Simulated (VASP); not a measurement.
# In3SbTe2 (P-3m1) in VASP: further runs, part 2 of 2

VASP 6.6.1. The steps go on from the part before.

## 4. Single point, PBE (33.25 Å³/atom)

This run uses another cell than the first one, of 33.25 Å³/atom.

File INCAR:

```
SYSTEM = In3SbTe2
ALGO = Normal
EDIFF = 1E-6
ENCUT = 520
GGA = PE
ISIF = 2
ISMEAR = 0
LASPH = .True.
LCHARG = .True.
LELF = .True.
LREAL = .False.
LVHAR = .True.
LWAVE = .False.
NBANDS = 37
NELM = 80
PREC = Accurate
SIGMA = 0.1
```

File KPOINTS:

```
k-points
0
Gamma
  9 9 4
  0 0 0
```

File POSCAR:

```
In3SbTe2
1.0
    4.5623323291      0.0000000000      0.0000000000
   -2.2811661646      3.9510956975      0.0000000000
    0.0000000000      0.0000000000     11.0676239845
In Sb Te
3 1 2
Direct
    0.0000000000      0.0000000000      0.5000000000
    0.3333333333      0.6666666667      0.1542000639
    0.6666666667      0.3333333333      0.8457999361
    0.0000000000      0.0000000000      0.0000000000
    0.3333333333      0.6666666667      0.6731833866
    0.6666666667      0.3333333333      0.3268166134
```

Potentials or basis: VASP PAW PBE potentials, release 64 (In_d, Sb, Te).

Run with:

```
$ cat potpaw_PBE.64/In_d/POTCAR potpaw_PBE.64/Sb/POTCAR potpaw_PBE.64/Te/POTCAR > POTCAR
$ mpirun -np 1 vasp_std > vasp.out
```

OUTCAR:

```text
SYSTEM = In3SbTe2
   EDIFF = 1E-6
   ENCUT = 520
   GGA = PE
   ISIF = 2
   ISMEAR = 0
   LASPH = .True.
   LREAL = .False.
   NELM = 80
   PREC = Accurate

 ion  position               nearest neighbor table
   1  0.000  0.000  0.500-   5 3.26   6 3.26   6 3.26   5 3.26   6 3.26   5 3.26
   2  0.333  0.667  0.154-   4 3.14   4 3.14   4 3.14   6 3.25   6 3.25   6 3.25
   3  0.667  0.333  0.846-   4 3.14   4 3.14   4 3.14   5 3.25   5 3.25   5 3.25
   4  0.000  0.000  0.000-   2 3.14   3 3.14   3 3.14   2 3.14   3 3.14   2 3.14
   5  0.333  0.667  0.673-   3 3.25   3 3.25   3 3.25   1 3.26   1 3.26   1 3.26
   6  0.667  0.333  0.327-   2 3.25   2 3.25   2 3.25   1 3.26   1 3.26   1 3.26

  LATTYP: Found a hexagonal cell.
 ALAT       =     4.5623323291
 C/A-ratio  =     2.4258697495

  Lattice vectors:

 A1 = (   4.5623323291,   0.0000000000,   0.0000000000)
 A2 = (  -2.2811661646,   3.9510956975,   0.0000000000)
 A3 = (   0.0000000000,   0.0000000000,  11.0676239845)

Analysis of symmetry for initial positions (statically):
=====================================================================
 Subroutine PRICEL returns:
 Original cell was already a primitive cell.

 Routine SETGRP: Setting up the symmetry group for a
 hexagonal supercell.

 Subroutine GETGRP returns: Found 12 space group operations
 (whereof 12 operations were pure point group operations)
 out of a pool of 24 trial point group operations.

The static configuration has the point symmetry D_3d.

Analysis of symmetry for dynamics (positions and initial velocities):
=====================================================================
 Subroutine PRICEL returns:
 Original cell was already a primitive cell.

 Routine SETGRP: Setting up the symmetry group for a
 hexagonal supercell.

 Subroutine GETGRP returns: Found 12 space group operations
[... 132 lines left out ...]
  volume/ion in A,a.u.               =      33.25       224.39
  Fermi-wavevector in a.u.,A,eV,Ry     =   1.071892  2.025583 15.632461  1.148953
  Thomas-Fermi vector in A             =   2.207646
   LORBIT       =      0    0 simple, 1 ext, 2 COOP (PROOUT), +10 PAW based schemes
   GGA     = PE    functional components
   LHFCALC =     F    Hartree Fock is set to
   AEXX    =    0.0000 exact exchange contribution
   IVDW    =     0    specifies the selected vdW correction
   LEPSILON=     F    determine dielectric tensor
   LRPA    =     F    only Hartree local field effects (RPA)
 non-spin polarized calculation
 Gauss-broadening in eV      SIGMA  =   0.10
  energy-cutoff  :      520.00
  volume of cell :      199.51
 maximum number of plane-waves:      5423
 NGX is ok and might be reduce to    36
   NGX = 17   NGY = 17   NGZ = 41

 number of electron      55.9999996 magnetization

 Free energy of the ion-electron system (eV)
  ---------------------------------------------------
  ext. energy  EPLUGINS =         0.00000000
  ---------------------------------------------------
  free energy    TOTEN  =       -19.15656715 eV

  energy without entropy =      -19.14665542  energy(sigma->0) =      -19.15161128

 E-fermi :   5.2380     XC(G=0):  -9.0944

 val. band max:        5.1963871187   @ k =   0.2222   0.0000   0.5000
 cond. band min:       5.2697472776   @ k =  -0.2222  -0.4444   0.2500
 fundamental gap:      0.0733601589
 Fermi energy:         5.2379906931

 k-point     1 :       0.0000    0.0000    0.0000
  band No.  band energies     occupation
      1      -9.1839      2.00000
      2      -9.1839      2.00000
      3      -9.1728      2.00000
      4      -9.1728      2.00000
      5      -9.1597      2.00000
      6      -9.1567      2.00000
[... 949 lines left out ...]
     36       9.9046      0.00000
     37      10.0314      0.00000

 [... further k-points ...]

------------------------ aborting loop because EDIFF is reached ----------------------------------------

  FORCE on cell =-STRESS in cart. coord.  units (eV):
  Direction    XX          YY          ZZ          XY          YZ          ZX
  --------------------------------------------------------------------------------------
  -------------------------------------------------------------------------------------
  Total       -4.0233285     -4.0233285     -4.0182630      0.0000000      0.0000000      0.0000000
  in kB      -32.3100192    -32.3100192    -32.2693396      0.0000000      0.0000000      0.0000000
  external PRESSURE =     -32.2964594 kB  Pullay stress =       0.0000000 kB

 VOLUME and BASIS-vectors are now :
 -----------------------------------------------------------------------------
  energy-cutoff  :      520.00
  volume of cell :      199.51
      direct lattice vectors                 reciprocal lattice vectors
     4.562332329  0.000000000  0.000000000     0.219186137  0.126547175  0.000000000
    -2.281166165  3.951095698  0.000000000     0.000000000  0.253094351  0.000000000
     0.000000000  0.000000000 11.067623985     0.000000000  0.000000000  0.090353630

 POSITION                                       TOTAL-FORCE (eV/Angst)
 -----------------------------------------------------------------------------------
      0.00000      0.00000      5.53381        -0.000000      0.000000      0.000000
     -0.00000      2.63406      1.70663         0.000000      0.000000      0.008435
      2.28117      1.31703      9.36100        -0.000000     -0.000000     -0.008435
      0.00000      0.00000      0.00000        -0.000000      0.000000      0.000000
     -0.00000      2.63406      7.45054        -0.000000      0.000000      0.005564
      2.28117      1.31703      3.61708         0.000000     -0.000000     -0.005564
 -----------------------------------------------------------------------------------
    total drift:                                0.000000     -0.000000      0.000000

  FREE ENERGIE OF THE ION-ELECTRON SYSTEM (eV)
  ---------------------------------------------------
  free  energy   TOTEN  =       -19.1565671451 eV

  energy  without entropy=      -19.1466554178  energy(sigma->0) =      -19.15161128
```

Run time: 6.2 min. Hardware: 1 thread of Intel Xeon Platinum 8259CL at 2.50GHz (Skylake/Cascade Lake), shared host; peak memory 0.5 GiB.

What came out:

```
Free energy            : -19.1566 eV
Pressure               : -3.2 GPa
Largest force          : 0.008 eV/Å
Band gap on the k mesh : zero (bands 28 and 29 overlap by 1.22 eV)
```

Forces in eV/Å, atoms in the order of the input:
```
In   0.000  0.000  0.000
In   0.000  0.000  0.008
In   0.000  0.000 -0.008
Sb   0.000  0.000  0.000
Te   0.000  0.000  0.006
Te   0.000  0.000 -0.006
```

Caveat: the cell stands under tension; spin-orbit coupling is left out, which moves the levels of the heavy elements.

## 5. Overview

| cell | gap on the mesh (eV) | pressure (GPa) |
| --- | --- | --- |
| a = 4.464, b = 4.464, c = 10.823 Å, angles 90.0, 90.0, 120.0°, 6 atoms, atomic positions A | none | -1.2 |
| a = 4.507, b = 4.507, c = 10.928 Å, angles 90.0, 90.0, 120.0°, 6 atoms, atomic positions A | none | -2.2 |
| a = 4.562, b = 4.562, c = 11.068 Å, angles 90.0, 90.0, 120.0°, 6 atoms, atomic positions B | none | -3.2 |

Alike in all rows: task single point; level PBE; potentials or basis VASP PAW PBE potentials, release 64 (In_d, Sb, Te); no spin polarisation; k mesh 9 × 9 × 4; cutoff (eV) 520; smearing gaussian 0.1 eV.

Caveats: spin-orbit coupling is left out, which moves the levels of the heavy elements; the cell stands under tension (at least some runs).

Absolute energies hang on the potentials; compare differences alone.
